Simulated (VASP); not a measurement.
# Be (Fm-3m) in VASP: a series of runs

Be is run at these levels: PBEsol; tasks: relaxation of cell and atoms.

Program: VASP 6.6.1. These are calculated values, not measurements. Logs are shortened: lines on timing, memory, paths and dates and some standing lists are left out, and cuts for length are marked.

## 1. The cell of the first run

Symmetry: Fm-3m, No. 225, cubic system. The conventional cell has a = 3.190 Å, b = 3.190 Å, c = 3.190 Å, α = 90.00°, β = 90.00°, γ = 90.00°. Be (site symmetry m-3m) has 12 Be at 2.26 Å within 3.0 Å.

This isn't the form of Be at room conditions, which is hcp.

## 2. Relaxation of cell and atoms, PBEsol, target pressure 10 GPa, at which the enthalpy is minimised

INCAR reads:

```
PREC = Accurate
ENCUT = 600
EDIFF = 1E-7
ISMEAR = -1
SIGMA = 0.05
LREAL = False
LASPH = True
NELM = 120
ALGO = Normal
ISIF = 3
LWAVE = False
LCHARG = False
GGA = PS
IBRION = 2
NSW = 80
EDIFFG = -0.02
PSTRESS = 100.0
GGA_COMPAT = False
NELMIN = 4
```

KPOINTS reads:

```
regular mesh
0
Gamma
  23 23 23
```

POSCAR reads:

```
Be
1.0
    0.0000000000      1.5950000000      1.5950000000
    1.5950000000      0.0000000000      1.5950000000
    1.5950000000      1.5950000000      0.0000000000
Be
1
Direct
    0.0000000000      0.0000000000      0.0000000000
```

Potentials or basis: VASP PAW PBE potentials, release 64 (Be).

The run is started by

```console
> cat potpaw_PBE.64/Be/POTCAR > POTCAR
> mpirun -np 1 vasp_std > vasp.out
```

OUTCAR:

```text
PREC = Accurate
   ENCUT = 600
   EDIFF = 1E-7
   ISMEAR = -1
   LREAL = False
   LASPH = True
   NELM = 120
   ISIF = 3
   GGA = PS
   IBRION = 2
   NSW = 80
   EDIFFG = -0.02
   PSTRESS = 100.0
   NELMIN = 4

 ion  position               nearest neighbor table
   1  0.000  0.000  0.000-

  LATTYP: Found a face centered cubic cell.
 ALAT       =     3.1900000000

  Lattice vectors:

 A1 = (   0.0000000000,   1.5950000000,   1.5950000000)
 A2 = (   1.5950000000,   0.0000000000,   1.5950000000)
 A3 = (   1.5950000000,   1.5950000000,   0.0000000000)

Analysis of symmetry for initial positions (statically):
=====================================================================
 Subroutine PRICEL returns:
 Original cell was already a primitive cell.

 Routine SETGRP: Setting up the symmetry group for a
 face centered cubic supercell.

 Subroutine GETGRP returns: Found 48 space group operations
 (whereof 48 operations were pure point group operations)
 out of a pool of 48 trial point group operations.

The static configuration has the point symmetry O_h .

Analysis of symmetry for dynamics (positions and initial velocities):
=====================================================================
 Subroutine PRICEL returns:
 Original cell was already a primitive cell.

 Routine SETGRP: Setting up the symmetry group for a
 face centered cubic supercell.

 Subroutine GETGRP returns: Found 48 space group operations
 (whereof 48 operations were pure point group operations)
 out of a pool of 48 trial point group operations.

The dynamic configuration has the point symmetry O_h .

 Subroutine INISYM returns: Found 48 space group operations
 (whereof 48 operations are pure point group operations),
 and found     1 'primitive' translations

----------------------------------------------------------------------------------------

                                     Primitive cell

  volume of cell :       8.1154

  direct lattice vectors                    reciprocal lattice vectors
     0.000000000  1.595000000  1.595000000    -0.313479624  0.313479624  0.313479624
     1.595000000  0.000000000  1.595000000     0.313479624 -0.313479624  0.313479624
     1.595000000  1.595000000  0.000000000     0.313479624  0.313479624 -0.313479624

  length of vectors
     2.255670632  2.255670632  2.255670632     0.542962636  0.542962636  0.542962636

  position of ions in fractional coordinates (direct lattice)
     0.000000000  0.000000000  0.000000000

  ion indices of the primitive-cell ions
   primitive index   ion index
                 1           1

----------------------------------------------------------------------------------------

 KPOINTS: regular mesh

Automatic generation of k-mesh.
 Grid dimensions read from file:
 generate k-points for:   23   23   23

 Generating k-lattice:

  Cartesian coordinates                     Fractional coordinates (reciprocal lattice)
    -0.013629549  0.013629549  0.013629549     0.043478261  0.000000000  0.000000000
     0.013629549 -0.013629549  0.013629549     0.000000000  0.043478261  0.000000000
     0.013629549  0.013629549 -0.013629549     0.000000000  0.000000000  0.043478261

  Length of vectors
     0.023607071  0.023607071  0.023607071

  Shift w.r.t. Gamma in fractional coordinates (k-lattice)
     0.000000000  0.000000000  0.000000000

 Subroutine IBZKPT returns following result:
 ===========================================

 Found    364 irreducible k-points:

 Following reciprocal coordinates:
            Coordinates               Weight
  0.000000  0.000000  0.000000      1.000000
  0.043478  0.000000  0.000000      8.000000
  0.086957  0.000000  0.000000      8.000000
  0.130435  0.000000  0.000000      8.000000
  0.173913  0.000000  0.000000      8.000000
  0.217391  0.000000  0.000000      8.000000
[... 16 lines left out ...]
  0.478261  0.043478  0.000000     24.000000
 -0.478261  0.043478  0.000000     24.000000
 [... further k-points ...]
   k-points           NKPTS =    364   k-points in BZ     NKDIM =    364   number of bands    NBANDS=      5
   number of dos      NEDOS =    301   number of ions     NIONS =      1
   total plane-waves  NPLWV =   5832
   dimension x,y,z NGX =    18 NGY =   18 NGZ =   18
   dimension x,y,z NGXF=    36 NGYF=   36 NGZF=   36
   ions per type =               1
   NGX,Y,Z   is equivalent  to a cutoff of  13.27, 13.27, 13.27 a.u.
   NGXF,Y,Z  is equivalent  to a cutoff of  26.53, 26.53, 26.53 a.u.
 SYSTEM =  unknown system
   PREC   = accura    normal or accurate (medium, high low for compatibility)
   ISTART =      0    job   : 0-new  1-cont  2-samecut
   ICHARG =      2    charge: 1-file 2-atom 10-const
   ISPIN  =      1    spin polarized calculation?
   LNONCOLLINEAR =      F non collinear calculations
   LSORBIT =      F    spin-orbit coupling
   LASPH  =      T    aspherical Exc in radial PAW
   ENCUT  =  600.0 eV  44.10 Ry    6.64 a.u.   4.51  4.51  4.51*2*pi/ulx,y,z
   NELM   =    120;   NELMIN=  4; NELMDL= -5     # of ELM steps
   EDIFF  = 0.1E-06   stopping-criterion for ELM
   LREAL  =      F    real-space projection
   EDIFFG = -.2E-01   stopping-criterion for IOM
   NSW    =     80    number of steps for IOM
   IBRION =      2    ionic relax: 0-MD 1-quasi-New 2-CG
   NFREE  =      1    steps in history (QN), initial steepest desc. (CG)
   ISIF   =      3    stress and relaxation
   ISYM   =      2    0-nonsym 1-usesym 2-fastsym
   POTIM  = 0.5000    time-step for ionic-motion
   TEBEG  =    0.0;   TEEND  =   0.0 temperature during run
   PSTRESS=  100.0 pullay stress
   NELECT =       2.0000    total number of electrons
   NUPDOWN=      -1.0000    fix difference up-down
   EMIN   =  10.00;   EMAX   =-10.00  energy-range for DOS
   EFERMI =   0.00;   METHOD = LEGACY
   ISMEAR =    -1;   SIGMA  =   0.05  broadening in eV -4-tet -1-fermi 0-gaus
   EFERMI_NEDOS =   21; number of points for ismear=-14 and -15
   IALGO  =     38    algorithm
   IMIX   =      4    mixing-type and parameters
     AMIX     =   0.40;   BMIX     =  1.00
     AMIX_MAG =   1.60;   BMIX_MAG =  1.00
  volume/ion in A,a.u.               =       8.12        54.77
  Fermi-wavevector in a.u.,A,eV,Ry     =   1.026394  1.939604 14.333531  1.053485
  Thomas-Fermi vector in A             =   2.160285
   LORBIT       =      0    0 simple, 1 ext, 2 COOP (PROOUT), +10 PAW based schemes
   GGA     = PS    functional components
   LHFCALC =     F    Hartree Fock is set to
   AEXX    =    0.0000 exact exchange contribution
   IVDW    =     0    specifies the selected vdW correction
   LEPSILON=     F    determine dielectric tensor
   LRPA    =     F    only Hartree local field effects (RPA)
 conjugate gradient relaxation of ions
 non-spin polarized calculation
  energy-cutoff  :      600.00
  volume of cell :        8.12
 maximum number of plane-waves:       290
 NGX is ok and might be reduce to    18
   NGX =  9   NGY =  9   NGZ =  9

--------------------------------------- Ionic step        1  -------------------------------------------

 number of electron       2.0000000 magnetization

 Free energy of the ion-electron system (eV)
  ---------------------------------------------------
  ext. energy  EPLUGINS =         0.00000000
  ---------------------------------------------------
  free energy    TOTEN  =        -3.91546396 eV

  energy without entropy =       -3.91470523  energy(sigma->0) =       -3.91508460

------------------------ aborting loop because EDIFF is reached ----------------------------------------

  FORCE on cell =-STRESS in cart. coord.  units (eV):
  Direction    XX          YY          ZZ          XY          YZ          ZX
  --------------------------------------------------------------------------------------
  -------------------------------------------------------------------------------------
  Total       -0.2170322     -0.2170322     -0.2170322      0.0000000     -0.0000000     -0.0000000
  in kB      -42.8472279    -42.8472279    -42.8472279      0.0000000     -0.0000000     -0.0000000
  external PRESSURE =    -142.8472279 kB  Pullay stress =     100.0000000 kB
[... 59 lines left out ...]
  enthalpy is  TOTEN    =        -3.4497209667 eV   P V=        0.4553127845

--------------------------------------- Ionic step        3  -------------------------------------------

 number of electron       2.0000000 magnetization

 Free energy of the ion-electron system (eV)
  ---------------------------------------------------
  ext. energy  EPLUGINS =         0.00000000
  ---------------------------------------------------
  free energy    TOTEN  =        -3.90357574 eV

  energy without entropy =       -3.90317561  energy(sigma->0) =       -3.90337568

 E-fermi :   8.3019     XC(G=0): -10.8899

 val. band max:        8.2364424696   @ k =  -0.3478   0.3478   0.0000
 cond. band min:       8.3429969210   @ k =  -0.3478   0.3913   0.0435
 fundamental gap:      0.1065544514
 Fermi energy:         8.3018880312

 k-point     1 :       0.0000    0.0000    0.0000
  band No.  band energies     occupation
      1      -4.0883      2.00000
      2      28.9631      0.00000
      3      28.9631      0.00000
      4      28.9631      0.00000
      5      38.8699      0.00000

 k-point     2 :       0.0435    0.0000    0.0000
  band No.  band energies     occupation
      1      -4.0241      2.00000
      2      28.4077      0.00000
      3      28.8429      0.00000
      4      28.8429      0.00000
      5      37.9422      0.00000
[... 169 lines left out ...]
 k-point    24 :      -0.4783    0.0435    0.0000
  band No.  band energies     occupation
      1       2.6535      2.00000
      2       8.5471      0.01473
      3      25.4745      0.00000
      4      25.6109      0.00000
      5      34.3220      0.00000

 [... further k-points ...]
[... 5 lines left out ...]
  --------------------------------------------------------------------------------------
  -------------------------------------------------------------------------------------
  Total        0.4529348      0.4529348      0.4529348     -0.0000000     -0.0000000      0.0000000
  in kB       99.8066313     99.8066313     99.8066313     -0.0000000     -0.0000000      0.0000000
  external PRESSURE =      -0.1933687 kB  Pullay stress =     100.0000000 kB
[... 16 lines left out ...]
  FREE ENERGIE OF THE ION-ELECTRON SYSTEM (eV)
  ---------------------------------------------------
  free  energy   TOTEN  =        -3.9035757368 eV

  energy  without entropy=       -3.9031756138  energy(sigma->0) =       -3.90337568

  enthalpy is  TOTEN    =        -3.4497633775 eV   P V=        0.4538123593

 reached required accuracy - stopping structural energy minimisation
```

Run time: 13 s. Hardware: 1 thread of Intel Xeon Platinum 8488C (Sapphire Rapids), shared host; peak memory 0.13 GiB.

Results:

```yaml
Free_energy: -3.9036 eV
Relaxed_volume: 7.27 Å³/atom
Relaxed_cell: a = 2.175 Å, b = 2.175 Å, c = 2.175 Å, α = 60.00°, β = 60.00°, γ = 60.00°
Space_group_after_relaxing_to_0.1_Å: Fm-3m (No. 225)
Energy_change_on_relaxing_the_run_minimises_the_enthalpy: +11.9 meV/atom
Ionic_steps: 3
Pressure_after_relaxing: 10.0 GPa
Band_gap_on_the_k_mesh: zero (bands 1 and 2 overlap by 0.69 eV)
```

Step by step:
```tsv
step	energy change (eV)	largest force (eV/Å)	pressure (GPa)	volume (Å³)
1	0.0000	0.0000	-4.28	8.12
2	0.0104	0.0000	9.47	7.29
3	0.0119	0.0000	9.98	7.27
```

Final structure:
```
Be
1.0
     0.00000    1.53763    1.53763
     1.53763    0.00000    1.53763
     1.53763    1.53763    0.00000
Be
1
Direct
  0.00000 0.00000 0.00000
```

Caveat: the cell is relaxed towards a set pressure, so the run minimises the enthalpy, not the energy; the PAW data sets were made with another functional, which shifts forces and pressure a little.

## 3. Relaxation of cell and atoms, PBEsol, target pressure 20 GPa, at which the enthalpy is minimised

INCAR reads:

```
SYSTEM = Be
ALGO = Normal
EDIFF = 1E-7
EDIFFG = -0.02
ENCUT = 600
GGA = PS
GGA_COMPAT = .False.
IBRION = 2
ISIF = 3
ISMEAR = -1
LASPH = .True.
LCHARG = .False.
LREAL = .False.
LWAVE = .False.
NELM = 120
NELMIN = 4
NSW = 80
PREC = Accurate
PSTRESS = 200.0
SIGMA = 0.05
```

KPOINTS reads:

```
k-points
0
Gamma
  23 23 23
  0 0 0
```

POSCAR is that of step 2.

Potentials or basis: VASP PAW PBE potentials, release 64 (Be).

The run is started by

```console
> cat potpaw_PBE.64/Be/POTCAR > POTCAR
> mpirun -np 1 vasp_std > vasp.out
```

OUTCAR:

```text
SYSTEM = Be
   EDIFF = 1E-7
   EDIFFG = -0.02
   ENCUT = 600
   GGA = PS
   IBRION = 2
   ISIF = 3
   ISMEAR = -1
   LASPH = .True.
   LREAL = .False.
   NELM = 120
   NELMIN = 4
   NSW = 80
   PREC = Accurate
   PSTRESS = 200.0

 ion  position               nearest neighbor table
   1  0.000  0.000  0.000-

  LATTYP: Found a face centered cubic cell.
 ALAT       =     3.1900000000

  Lattice vectors:

 A1 = (   0.0000000000,   1.5950000000,   1.5950000000)
 A2 = (   1.5950000000,   0.0000000000,   1.5950000000)
 A3 = (   1.5950000000,   1.5950000000,   0.0000000000)

Analysis of symmetry for initial positions (statically):
=====================================================================
 Subroutine PRICEL returns:
 Original cell was already a primitive cell.

 Routine SETGRP: Setting up the symmetry group for a
 face centered cubic supercell.

 Subroutine GETGRP returns: Found 48 space group operations
 (whereof 48 operations were pure point group operations)
 out of a pool of 48 trial point group operations.

The static configuration has the point symmetry O_h .

Analysis of symmetry for dynamics (positions and initial velocities):
=====================================================================
 Subroutine PRICEL returns:
 Original cell was already a primitive cell.

 Routine SETGRP: Setting up the symmetry group for a
 face centered cubic supercell.

 Subroutine GETGRP returns: Found 48 space group operations
 (whereof 48 operations were pure point group operations)
 out of a pool of 48 trial point group operations.

The dynamic configuration has the point symmetry O_h .

 Subroutine INISYM returns: Found 48 space group operations
 (whereof 48 operations are pure point group operations),
 and found     1 'primitive' translations

[... 109 lines left out ...]
   IALGO  =     38    algorithm
   IMIX   =      4    mixing-type and parameters
     AMIX     =   0.40;   BMIX     =  1.00
     AMIX_MAG =   1.60;   BMIX_MAG =  1.00
  volume/ion in A,a.u.               =       8.12        54.77
  Fermi-wavevector in a.u.,A,eV,Ry     =   1.026394  1.939604 14.333531  1.053485
  Thomas-Fermi vector in A             =   2.160285
   LORBIT       =      0    0 simple, 1 ext, 2 COOP (PROOUT), +10 PAW based schemes
   GGA     = PS    functional components
   LHFCALC =     F    Hartree Fock is set to
   AEXX    =    0.0000 exact exchange contribution
   IVDW    =     0    specifies the selected vdW correction
   LEPSILON=     F    determine dielectric tensor
   LRPA    =     F    only Hartree local field effects (RPA)
 conjugate gradient relaxation of ions
 non-spin polarized calculation
  energy-cutoff  :      600.00
  volume of cell :        8.12
 maximum number of plane-waves:       290
 NGX is ok and might be reduce to    18
   NGX =  9   NGY =  9   NGZ =  9

--------------------------------------- Ionic step        1  -------------------------------------------

 number of electron       2.0000000 magnetization

 Free energy of the ion-electron system (eV)
  ---------------------------------------------------
  ext. energy  EPLUGINS =         0.00000000
  ---------------------------------------------------
  free energy    TOTEN  =        -3.91546396 eV

  energy without entropy =       -3.91470523  energy(sigma->0) =       -3.91508460

------------------------ aborting loop because EDIFF is reached ----------------------------------------

  FORCE on cell =-STRESS in cart. coord.  units (eV):
  Direction    XX          YY          ZZ          XY          YZ          ZX
  --------------------------------------------------------------------------------------
  -------------------------------------------------------------------------------------
  Total       -0.2170322     -0.2170322     -0.2170322      0.0000000     -0.0000000     -0.0000000
  in kB      -42.8472279    -42.8472279    -42.8472279      0.0000000     -0.0000000     -0.0000000
  external PRESSURE =    -242.8472279 kB  Pullay stress =     200.0000000 kB
[... 61 lines left out ...]
--------------------------------------- Ionic step        3  -------------------------------------------

 number of electron       2.0000000 magnetization

 Free energy of the ion-electron system (eV)
  ---------------------------------------------------
  ext. energy  EPLUGINS =         0.00000000
  ---------------------------------------------------
  free energy    TOTEN  =        -3.86494129 eV

  energy without entropy =       -3.86458563  energy(sigma->0) =       -3.86476346

 E-fermi :   8.8314     XC(G=0): -11.0904

 val. band max:        8.7614967372   @ k =  -0.3478   0.3478   0.0000
 cond. band min:       8.8579316767   @ k =  -0.3478   0.3913   0.0435
 fundamental gap:      0.0964349395
 Fermi energy:         8.8313567538

 k-point     1 :       0.0000    0.0000    0.0000
  band No.  band energies     occupation
      1      -3.8938      2.00000
      2      30.4986      0.00000
      3      30.4986      0.00000
      4      30.4986      0.00000
      5      40.5813      0.00000
[... 177 lines left out ...]
 k-point    24 :      -0.4783    0.0435    0.0000
  band No.  band energies     occupation
      1       2.9303      2.00000
      2       9.2842      0.00023
      3      26.8382      0.00000
      4      26.9740      0.00000
      5      35.8302      0.00000

 [... further k-points ...]
[... 5 lines left out ...]
  --------------------------------------------------------------------------------------
  -------------------------------------------------------------------------------------
  Total        0.8602109      0.8602109      0.8602109      0.0000000      0.0000000      0.0000000
  in kB      201.0928014    201.0928014    201.0928014      0.0000000      0.0000000      0.0000000
  external PRESSURE =       1.0928014 kB  Pullay stress =     200.0000000 kB
[... 20 lines left out ...]
  energy  without entropy=       -3.8645856252  energy(sigma->0) =       -3.86476346

  enthalpy is  TOTEN    =        -3.0094050158 eV   P V=        0.8555362726

 reached required accuracy - stopping structural energy minimisation
```

Run time: 13 s. Hardware: 1 thread of Intel Xeon Platinum 8488C (Sapphire Rapids), shared host; peak memory 0.13 GiB.

What came out:

| Property | Result |
| --- | --- |
| Free energy | -3.8649 eV |
| Relaxed volume | 6.85 Å³/atom |
| Relaxed cell | a = 2.132 Å, b = 2.132 Å, c = 2.132 Å, α = 60.00°, β = 60.00°, γ = 60.00° |
| Space group after relaxing (to 0.1 Å) | Fm-3m (No. 225) |
| Energy change on relaxing (the run minimises the enthalpy) | +50.5 meV/atom |
| Ionic steps | 3 |
| Pressure after relaxing | 20.1 GPa |
| Band gap on the k mesh | zero (bands 1 and 2 overlap by 0.72 eV) |

Step by step:
| step | energy change (eV) | largest force (eV/Å) | pressure (GPa) | volume (Å³) |
| --- | --- | --- | --- | --- |
| 1 | 0.0000 | 0.0000 | -4.28 | 8.12 |
| 2 | 0.0638 | 0.0000 | 22.89 | 6.75 |
| 3 | 0.0505 | 0.0000 | 20.11 | 6.85 |

Final structure:
```
Be
1.0
     0.00000    1.50764    1.50764
     1.50764    0.00000    1.50764
     1.50764    1.50764    0.00000
Be
1
Direct
  0.00000 0.00000 0.00000
```

Caveat: the cell is relaxed towards a set pressure, so the run minimises the enthalpy, not the energy; the volume moved by over 15 % at a fixed basis, so the end points are rough; the PAW data sets were made with another functional, which shifts forces and pressure a little.
